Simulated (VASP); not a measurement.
# Al12Pt in VASP: a series of runs

Runs on Al12Pt. Level: PBE. Tasks: single point.

Program: VASP 6.6.1. These are calculated values, not measurements. Logs are shortened: lines on timing, memory, paths and dates and some standing lists are left out, and cuts for length are marked.

## Step 1: The cell of the first run

The cell holds a slab with vacuum, 13 atoms: a = 5.728 Å, b = 5.728 Å, c = 16.677 Å, α = 90.00°, β = 90.00°, γ = 60.00°.

## Step 2: Single point, PBE

Contents of INCAR:

```
PREC     = Accurate       # precision mode
ENCUT    = 520            # plane-wave cutoff, eV
EDIFF    = 1E-6           # SCF threshold, eV
ISMEAR   = -1             # smearing method
SIGMA    = 0.15           # smearing width, eV
LREAL    = False          # projectors in reciprocal space
LASPH    = True           # aspherical terms in the spheres
NELM     = 60             # most SCF steps
ALGO     = Normal         # electronic algorithm
ISIF     = 2              # what is computed and relaxed
LWAVE    = False          # write WAVECAR
LCHARG   = True           # write CHGCAR
GGA      = PE             # functional
LELF     = True           # ELF
LVHAR    = True         
NBANDS   = 35             # bands
```

Contents of KPOINTS:

```
Automatic mesh
0
Gamma
  3 3 1
```

Contents of POSCAR:

```
Al12Pt
1.0
    5.7275650000      0.0000000000      0.0000000000
    2.8637820000      4.9602170000      0.0000000000
    0.0000000000      0.0000000000     16.6765370000
Al Pt
12 1
Direct
    0.1666666208      0.1666667003      0.0599644878
    0.6666667081      0.1666667003      0.0599644878
    0.1666666712      0.6666665995      0.0599644878
    0.6666667585      0.6666665995      0.0599644878
   -0.1545380341      0.3267338909      0.2039082215
    0.3321780622      0.3336327826      0.1988090813
   -0.1544545599      0.8272021164      0.2038840558
    0.3406159946      0.8294663318      0.1970371307
    0.0027764955     -0.0013711094      0.3498046387
    0.5133434846      0.0212871735      0.3340529871
   -0.0142863355      0.5069229834      0.3493312790
    0.5125863509      0.4653536327      0.3339988392
    0.4121993271      0.7936632611      0.4324234102
```

Potentials or basis: VASP PAW PBE potentials, release 64 (Al, Pt).

Run with:

```
cat potpaw_PBE.64/Al/POTCAR potpaw_PBE.64/Pt/POTCAR > POTCAR
mpirun -np 1 vasp_std > vasp.out
```

OUTCAR:

```text
PREC = Accurate
   ENCUT = 520
   EDIFF = 1E-6
   ISMEAR = -1
   LREAL = False
   LASPH = True
   NELM = 60
   ISIF = 2
   GGA = PE

 ion  position               nearest neighbor table
   1  0.167  0.167  0.060-   8 2.83   6 2.84   2 2.86   4 2.86   3 2.86   3 2.86   2 2.86   4 2.86
                             5 2.88
   2  0.667  0.167  0.060-   6 2.85   1 2.86   4 2.86   3 2.86   3 2.86   4 2.86   1 2.86   5 2.93
                             7 2.93
   3  0.167  0.667  0.060-   8 2.83   6 2.84   4 2.86   1 2.86   2 2.86   2 2.86   1 2.86   4 2.86
                             7 2.88
   4  0.667  0.667  0.060-   8 2.80   3 2.86   1 2.86   2 2.86   2 2.86   3 2.86   1 2.86   7 2.93
                             5 2.93
   5  0.845  0.327  0.204-  12 2.73   6 2.81   8 2.84   7 2.86   7 2.87   1 2.88   8 2.89  11 2.90
                             6 2.92   9 2.93   2 2.93   4 2.93
   6  0.332  0.334  0.199-  12 2.74  10 2.74   7 2.81   5 2.81   1 2.84   3 2.84   2 2.85   8 2.86
                             8 2.86   5 2.92   7 2.92  11 3.04
   7  0.846  0.827  0.204-  10 2.73   6 2.81   8 2.84   5 2.86   5 2.87   3 2.88   8 2.89  11 2.90
                             6 2.92   9 2.93   4 2.93   2 2.93
   8  0.341  0.829  0.197-   4 2.80   3 2.83   1 2.83   7 2.84   5 2.84   6 2.86   6 2.86   5 2.89
                             7 2.89  12 2.91  10 2.91   9 3.05
   9  0.003  0.999  0.350-  13 2.45  10 2.75  12 2.76  11 2.86  11 2.87   5 2.93   7 2.93  12 3.00
                            10 3.00   8 3.05
  10  0.513  0.021  0.334-  13 2.34  12 2.54   7 2.73   6 2.74   9 2.75  11 2.84   8 2.91  11 2.92
                             9 3.00  12 3.19
  11  0.986  0.507  0.349-  10 2.84  12 2.85   9 2.86   9 2.87   7 2.90   5 2.90  12 2.92  10 2.92
                             6 3.04  13 3.16
  12  0.513  0.465  0.334-  13 2.34  10 2.54   5 2.73   6 2.74   9 2.76  11 2.85   8 2.91  11 2.92
                             9 3.00  10 3.19
  13  0.412  0.794  0.432-  12 2.34  10 2.34   9 2.45  11 3.16

  LATTYP: Found a hexagonal cell.
 ALAT       =     5.7275649303
 C/A-ratio  =     2.9116277516

  Lattice vectors:

 A1 = (  -2.8637820000,  -4.9602170000,   0.0000000000)
 A2 = (   5.7275650000,   0.0000000000,   0.0000000000)
 A3 = (   0.0000000000,   0.0000000000,  16.6765370000)

Analysis of symmetry for initial positions (statically):
=====================================================================
 Subroutine PRICEL returns:
 Original cell was already a primitive cell.

 Routine SETGRP: Setting up the symmetry group for a
 hexagonal supercell.

 Subroutine GETGRP returns: Found  1 space group operations
 (whereof  1 operations were pure point group operations)
 out of a pool of 24 trial point group operations.

The static configuration has the point symmetry C_1 .

Analysis of symmetry for dynamics (positions and initial velocities):
=====================================================================
 Subroutine PRICEL returns:
 Original cell was already a primitive cell.

 Routine SETGRP: Setting up the symmetry group for a
 hexagonal supercell.

 Subroutine GETGRP returns: Found  1 space group operations
 (whereof  1 operations were pure point group operations)
 out of a pool of 24 trial point group operations.

The dynamic configuration has the point symmetry C_1 .

 Subroutine INISYM returns: Found  1 space group operations
 (whereof  1 operations are pure point group operations),
 and found     1 'primitive' translations

----------------------------------------------------------------------------------------

                                     Primitive cell

  volume of cell :     473.7798

  direct lattice vectors                    reciprocal lattice vectors
     5.727565000  0.000000000  0.000000000     0.174594265 -0.100802024  0.000000000
     2.863782000  4.960217000  0.000000000     0.000000000  0.201604083  0.000000000
     0.000000000  0.000000000 16.676537000     0.000000000  0.000000000  0.059964488

  length of vectors
     5.727565000  5.727564930 16.676537000     0.201604081  0.201604083  0.059964488

  position of ions in fractional coordinates (direct lattice)
     0.166666621  0.166666700  0.059964488
     0.666666708  0.166666700  0.059964488
     0.166666671  0.666666599  0.059964488
     0.666666758  0.666666599  0.059964488
[... 32 lines left out ...]
 generate k-points for:    3    3    1

 Generating k-lattice:

  Cartesian coordinates                     Fractional coordinates (reciprocal lattice)
     0.058198088 -0.033600675  0.000000000     0.333333333  0.000000000  0.000000000
     0.000000000  0.067201361  0.000000000     0.000000000  0.333333333  0.000000000
     0.000000000  0.000000000  0.059964488     0.000000000  0.000000000  1.000000000

  Length of vectors
     0.067201360  0.067201361  0.059964488

  Shift w.r.t. Gamma in fractional coordinates (k-lattice)
     0.000000000  0.000000000  0.000000000

 Subroutine IBZKPT returns following result:
 ===========================================

 Found      5 irreducible k-points:

 Following reciprocal coordinates:
            Coordinates               Weight
  0.000000  0.000000  0.000000      1.000000
  0.333333  0.000000  0.000000      2.000000
  0.333333  0.333333  0.000000      2.000000
  0.000000  0.333333  0.000000      2.000000
 -0.333333  0.333333  0.000000      2.000000
   k-points           NKPTS =      5   k-points in BZ     NKDIM =      5   number of bands    NBANDS=     35
   number of dos      NEDOS =    301   number of ions     NIONS =     13
   total plane-waves  NPLWV = 290304
   dimension x,y,z NGX =    48 NGY =   48 NGZ =  126
   dimension x,y,z NGXF=    96 NGYF=   96 NGZF=  252
   ions per type =              12   1
   NGX,Y,Z   is equivalent  to a cutoff of  13.93, 13.93, 12.56 a.u.
   NGXF,Y,Z  is equivalent  to a cutoff of  27.86, 27.86, 25.12 a.u.
 SYSTEM =  unknown system
   PREC   = accura    normal or accurate (medium, high low for compatibility)
   ISTART =      0    job   : 0-new  1-cont  2-samecut
   ICHARG =      2    charge: 1-file 2-atom 10-const
   ISPIN  =      1    spin polarized calculation?
   LNONCOLLINEAR =      F non collinear calculations
   LSORBIT =      F    spin-orbit coupling
   LASPH  =      T    aspherical Exc in radial PAW
   ENCUT  =  520.0 eV  38.22 Ry    6.18 a.u.  10.65 10.65 31.01*2*pi/ulx,y,z
   NELM   =     60;   NELMIN=  2; NELMDL= -5     # of ELM steps
   EDIFF  = 0.1E-05   stopping-criterion for ELM
   LREAL  =      F    real-space projection
   EDIFFG = 0.1E-04   stopping-criterion for IOM
   NSW    =      0    number of steps for IOM
   IBRION =     -1    ionic relax: 0-MD 1-quasi-New 2-CG
   NFREE  =      0    steps in history (QN), initial steepest desc. (CG)
   ISIF   =      2    stress and relaxation
   ISYM   =      2    0-nonsym 1-usesym 2-fastsym
   POTIM  = 0.5000    time-step for ionic-motion
   TEBEG  =    0.0;   TEEND  =   0.0 temperature during run
   PSTRESS=    0.0 pullay stress
   NELECT =      46.0000    total number of electrons
   NUPDOWN=      -1.0000    fix difference up-down
   EMIN   =  10.00;   EMAX   =-10.00  energy-range for DOS
   EFERMI =   0.00;   METHOD = LEGACY
   ISMEAR =    -1;   SIGMA  =   0.15  broadening in eV -4-tet -1-fermi 0-gaus
   EFERMI_NEDOS =   21; number of points for ismear=-14 and -15
   IALGO  =     38    algorithm
   IMIX   =      4    mixing-type and parameters
     AMIX     =   0.40;   BMIX     =  1.00
     AMIX_MAG =   1.60;   BMIX_MAG =  1.00
  volume/ion in A,a.u.               =      36.44       245.94
  Fermi-wavevector in a.u.,A,eV,Ry     =   0.752434  1.421895  7.703039  0.566157
  Thomas-Fermi vector in A             =   1.849644
   LORBIT       =      0    0 simple, 1 ext, 2 COOP (PROOUT), +10 PAW based schemes
   GGA     = PE    functional components
   LHFCALC =     F    Hartree Fock is set to
   AEXX    =    0.0000 exact exchange contribution
   IVDW    =     0    specifies the selected vdW correction
   LEPSILON=     F    determine dielectric tensor
   LRPA    =     F    only Hartree local field effects (RPA)
 non-spin polarized calculation
  energy-cutoff  :      520.00
  volume of cell :      473.78
 maximum number of plane-waves:     12795
 NGX is ok and might be reduce to    42
   NGX = 21   NGY = 21   NGZ = 63

 number of electron      46.0000001 magnetization

 Free energy of the ion-electron system (eV)
  ---------------------------------------------------
  ext. energy  EPLUGINS =         0.00000000
  ---------------------------------------------------
  free energy    TOTEN  =       -49.03275298 eV

  energy without entropy =      -48.52242969  energy(sigma->0) =      -48.77759133

 E-fermi :   1.4533     XC(G=0):  -5.8078

 val. band max:        1.4343863818   @ k =   0.3333   0.3333   0.0000
 cond. band min:       1.4942136252   @ k =   0.3333   0.0000   0.0000
 fundamental gap:      0.0598272434
 Fermi energy:         1.4533278188

 k-point     1 :       0.0000    0.0000    0.0000
  band No.  band energies     occupation
      1      -9.0038      2.00000
      2      -7.4314      2.00000
      3      -5.0261      2.00000
      4      -3.4715      2.00000
      5      -3.4242      2.00000
      6      -3.2915      2.00000
[... 179 lines left out ...]
     34       4.8642      0.00000
     35       4.9004      0.00000

------------------------ aborting loop because EDIFF is reached ----------------------------------------

  FORCE on cell =-STRESS in cart. coord.  units (eV):
  Direction    XX          YY          ZZ          XY          YZ          ZX
  --------------------------------------------------------------------------------------
  -------------------------------------------------------------------------------------
  Total       -1.9087655     -0.4013639     -0.2960227      1.3094910      0.3020143     -0.4970097
  in kB       -6.4548563     -1.3572890     -1.0010574      4.4282949      1.0213191     -1.6807334
  external PRESSURE =      -2.9377342 kB  Pullay stress =       0.0000000 kB

 VOLUME and BASIS-vectors are now :
 -----------------------------------------------------------------------------
  energy-cutoff  :      520.00
  volume of cell :      473.78
      direct lattice vectors                 reciprocal lattice vectors
     5.727565000  0.000000000  0.000000000     0.174594265 -0.100802024  0.000000000
     2.863782000  4.960217000  0.000000000     0.000000000  0.201604083  0.000000000
     0.000000000  0.000000000 16.676537000     0.000000000  0.000000000  0.059964488

 POSITION                                       TOTAL-FORCE (eV/Angst)
 -----------------------------------------------------------------------------------
      1.43189      0.82670      1.00000        -0.026584     -0.191321     -0.020955
      4.29567      0.82670      1.00000         0.045260     -0.026637      0.013467
      2.86378      3.30681      1.00000         0.152205      0.116973     -0.021364
      5.72757      3.30681      1.00000        -0.124156      0.071114      0.083165
      5.77813      1.62067      3.40048         0.001906     -0.000923     -0.009534
      2.85802      1.65489      3.31545         0.004646     -0.003320      0.018036
      7.21184      4.10310      3.40008         0.002546     -0.000163     -0.008868
      4.32631      4.11433      3.28590         0.004522     -0.001660     -0.002949
      2.87576      4.95342      5.83353        -0.024233      0.013268     -0.019684
      3.00117      0.10559      5.57085         0.036722     -0.029638      0.015527
      7.09746      2.51445      5.82564         0.033198     -0.019104     -0.055283
      4.26854      2.30825      5.56994         0.049482     -0.022021      0.015063
      4.63378      3.93674      7.21132        -0.155515      0.093431     -0.006621
 -----------------------------------------------------------------------------------
    total drift:                                0.000086     -0.000051     -0.000589

  FREE ENERGIE OF THE ION-ELECTRON SYSTEM (eV)
  ---------------------------------------------------
  free  energy   TOTEN  =       -49.0327529771 eV

  energy  without entropy=      -48.5224296892  energy(sigma->0) =      -48.77759133
```

Wall time 99 s (1 thread of Intel Xeon 6975P-C (Granite Rapids), shared host); peak memory 0.6 GiB.

Results:

```yaml
Free_energy: -49.0328 eV
Largest_force: 0.194 eV/Å
Band_gap_on_the_k_mesh: zero (band 23 reaches 1.49 eV, above the bottom of band 24 at 1.40 eV)
```

Forces on the atoms (eV/Å):
```
Al  -0.027 -0.191 -0.021
Al   0.045 -0.027  0.013
Al   0.152  0.117 -0.021
Al  -0.124  0.071  0.083
Al   0.002 -0.001 -0.010
Al   0.005 -0.003  0.018
Al   0.003  0.000 -0.009
Al   0.005 -0.002 -0.003
Al  -0.024  0.013 -0.020
Al   0.037 -0.030  0.016
Al   0.033 -0.019 -0.055
Al   0.049 -0.022  0.015
Pt  -0.156  0.093 -0.007
```

Levels at points of the mesh, in eV from the Fermi level:
| k point | band 20 | band 21 | band 22 | band 23 | band 24 | band 25 | band 26 | band 27 |
| --- | --- | --- | --- | --- | --- | --- | --- | --- |
| (0.00, 0.00, 0.00) | -1.93 | -1.83 | -0.79 | -0.50 | -0.05 | -0.02 | 0.07 | 0.18 |

Caveat: the k points lie up to 0.42 Å⁻¹ apart; spin-orbit coupling is left out, which moves the levels of the heavy elements.

## Step 3: Single point, PBE

Contents of INCAR:

```
SYSTEM = Al12Pt
PREC = Accurate ; ENCUT = 520
EDIFF = 1E-6 ; ISMEAR = -1
SIGMA = 0.15 ; LREAL = .False.
LASPH = .True. ; NELM = 80
ALGO = Normal ; ISIF = 2
LWAVE = .False. ; LCHARG = .False.
GGA = PE ; NBANDS = 35
```

Contents of KPOINTS:

```
regular mesh
0
Gamma
  3 3 1
  0 0 0
```

Contents of POSCAR:

```
Al12Pt
1.0
    5.7275650000      0.0000000000      0.0000000000
    2.8637820000      4.9602170000      0.0000000000
    0.0000000000      0.0000000000     16.6765370000
Al Pt
12 1
Direct
    0.1666666208      0.1666667003      0.0599644878
    0.6666667081      0.1666667003      0.0599644878
    0.1666666712      0.6666665995      0.0599644878
    0.6666667585      0.6666665995      0.0599644878
   -0.1552595357      0.3272354818      0.2056179290
    0.3294286774      0.3350722358      0.1959658051
   -0.1550252191      0.8270874036      0.2054292807
    0.3382297021      0.8307334135      0.1975517459
    0.0154661384     -0.0075736606      0.3525234286
    0.4903094691      0.0371804298      0.3315921645
   -0.0350370295      0.5171933002      0.3573114130
    0.4882938890      0.4734155784      0.3318024599
    0.4992154046      0.7505191809      0.4324149552
```

Potentials or basis: VASP PAW PBE potentials, release 64 (Al, Pt).

Run with:

```
cat potpaw_PBE.64/Al/POTCAR potpaw_PBE.64/Pt/POTCAR > POTCAR
mpirun -np 1 vasp_std > vasp.out
```

Wall time 2.1 min (1 thread of Intel Xeon 6975P-C (Granite Rapids), shared host); peak memory 0.57 GiB.

Results (log left out):

```yaml
Free_energy: -48.9816 eV
Largest_force: 0.180 eV/Å
Band_gap_on_the_k_mesh: zero (band 23 reaches 1.50 eV, above the bottom of band 24 at 1.37 eV)
```

Forces in eV/Å, atoms in the order of the input:
```
Al  -0.084 -0.140 -0.076
Al   0.079 -0.046  0.014
Al   0.081  0.140 -0.079
Al  -0.073  0.041  0.144
Al   0.002  0.000  0.003
Al   0.002 -0.002 -0.003
Al   0.004 -0.001  0.005
Al   0.000  0.000 -0.001
Al   0.010 -0.007  0.001
Al  -0.010  0.002  0.009
Al  -0.017  0.011  0.006
Al  -0.004  0.000 -0.002
Pt   0.010  0.002 -0.021
```

Levels at points of the mesh, in eV from the Fermi level:
| k point | band 20 | band 21 | band 22 | band 23 | band 24 | band 25 | band 26 | band 27 |
| --- | --- | --- | --- | --- | --- | --- | --- | --- |
| (0.00, 0.00, 0.00) | -2.01 | -1.82 | -0.80 | -0.40 | -0.08 | -0.08 | 0.02 | 0.20 |

Caveat: the k points lie up to 0.42 Å⁻¹ apart; spin-orbit coupling is left out, which moves the levels of the heavy elements.
